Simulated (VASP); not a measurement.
Crystal: WS2.

```xyz
6
Lattice="5.1544 0.0000 0.0000 0.0000 5.1544 0.0000 0.0000 0.0000 5.8136" Properties=species:S:1:pos:R:3 pbc="T T T"
W     2.5772    2.5772    0.9563
W     2.5772    2.5772    4.0184
S     0.8567    0.8567    4.4050
S     4.2978    4.2978    4.4050
S     4.2978    0.8567    4.4050
S     0.8567    4.2978    4.4050
```

Base run:

| Property | Result |
| --- | --- |
| Program | VASP 6.6.1 |
| Functional | PBE |
| Potentials or basis | VASP PAW PBE potentials, release 64 (W_sv, S) |
| Cutoff | 520 eV |
| k mesh | 4 × 4 × 4 |
| Occupations | gaussian, width 0.1 eV |
| Spin | no spin polarisation |

Its results: pressure 24.2 GPa; largest force 20.022 eV/Å.

Question: The run is repeated on the same cell with these changes: spin from no spin polarisation to collinear spin, ferrimagnetic start; further incar settings from ALGO = Normal; EDIFF = 1e-07; NBANDS = 35 to ALGO = Normal; EDIFF = 1e-06; NBANDS = 39. What comes out?

Answer: Pressure 26.5 GPa; net moment 3.32 μB per cell; site moments W +2.78, -0.44; S -0.00 μB; largest force 20.348 eV/Å.

Caveats: forces of over 1 eV/Å act on the atoms, so gaps and moduli don't describe the material at rest.
